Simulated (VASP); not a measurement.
A run of VASP 6.6.1:

INCAR

```
SYSTEM = C
PREC = Accurate
ENCUT = 600
EDIFF = 1E-7
ISMEAR = 0
SIGMA = 0.1
LREAL = .FALSE.
LASPH = .TRUE.
NELM = 100
ALGO = Normal
ISIF = 3
LWAVE = .FALSE.
LCHARG = .FALSE.
GGA = PE
IBRION = 2
NSW = 90
EDIFFG = -0.04
```

Contents of KPOINTS:

```
Automatic mesh
0
G
  6 6 4
  0 0 0
```

The input POSCAR:

```
C
1.0
    2.7147049300      0.0000000000      0.0000000000
    0.0000000000      2.7147049300      0.0000000000
    0.0000000000      0.0000000000      6.5139730400
C
10
Direct
    0.5000000000      0.5000000000      0.0000000000
    0.5000000000      0.5000000000      0.5000000000
    0.1422427900      0.7453324800      0.6397836100
    0.8577572100      0.2546675200      0.6397836100
    0.7453324800      0.8577572100      0.3602163900
    0.2546675200      0.1422427900      0.3602163900
    0.1422427900      0.2546675200      0.1397836100
    0.8577572100      0.7453324800      0.1397836100
    0.7453324800      0.1422427900      0.8602163900
    0.2546675200      0.8577572100      0.8602163900
```

Potentials or basis: VASP PAW PBE potentials, release 64 (C).

The run is started by

```bash
$ cat potpaw_PBE.64/C/POTCAR > POTCAR
$ mpirun -np 1 vasp_std > vasp.out
```

Hardware: 1 thread of Intel(R) Xeon(R) 6975P-C (Granite Rapids), with other jobs on the host.

Task: Estimate the wall time of this run.

Result: It took 4.9 min on 1 thread of Intel(R) Xeon(R) 6975P-C (Granite Rapids), on a shared host, peak memory 0.18 GiB. Counts: scf iterations 122, k points 30, ion steps 15.
